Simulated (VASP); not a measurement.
Wanted: the native input for a VASP 6.6.1 run.

| Property | Result |
| --- | --- |
| Task | single point |
| Functional | PBE |
| Potentials or basis | VASP PAW PBE potentials, release 64 (Fe) |
| Cutoff | 520 eV |
| k mesh | 13 × 13 × 13 |
| Occupations | gaussian, width 0.018 eV |
| Spin | collinear spin, ferromagnetic start |
| Starting moments | [3.0] μB |
| Dipole correction | no |
| Further INCAR settings | ALGO = Normal; EDIFF = 1e-06; NBANDS = 14 |

The structure of Fe lies in POSCAR:

```
Fe
1.0
   -1.4430000000      1.4430000000      1.4430000000
    1.4430000000     -1.4430000000      1.4430000000
    1.4430000000      1.4430000000     -1.4430000000
Fe
1
Direct
    0.0000000000      0.0000000000      0.0000000000
```

These files were run (other wordings do the same):

INCAR

```
PREC = Accurate
ENCUT = 520
EDIFF = 1E-6
ISMEAR = 0
SIGMA = 0.018000000000000002
LREAL = F
LASPH = T
NELM = 150
ALGO = Normal
ISIF = 2
LWAVE = F
LCHARG = F
ISPIN = 2
MAGMOM = 3
LORBIT = 11
LMAXMIX = 4
GGA = PE
NBANDS = 14
```

KPOINTS

```
regular mesh
0
Gamma
  13 13 13
```

Potentials or basis: VASP PAW PBE potentials, release 64 (Fe).

Launch:

```bash
$ cat potpaw_PBE.64/Fe/POTCAR > POTCAR
$ mpirun -np 1 vasp_std > vasp.out
```

It gave:

```json
{
  "Pressure": "-9.5 GPa",
  "Net moment": "2.28 μB per cell",
  "Site moments": "Fe +2.29 μB",
  "Valence electrons inside the program's atomic spheres": "Fe 7.16"
}
```

It took 44 s on 1 thread of Intel Xeon 6975P-C (shared host), peak memory 0.15 GiB.
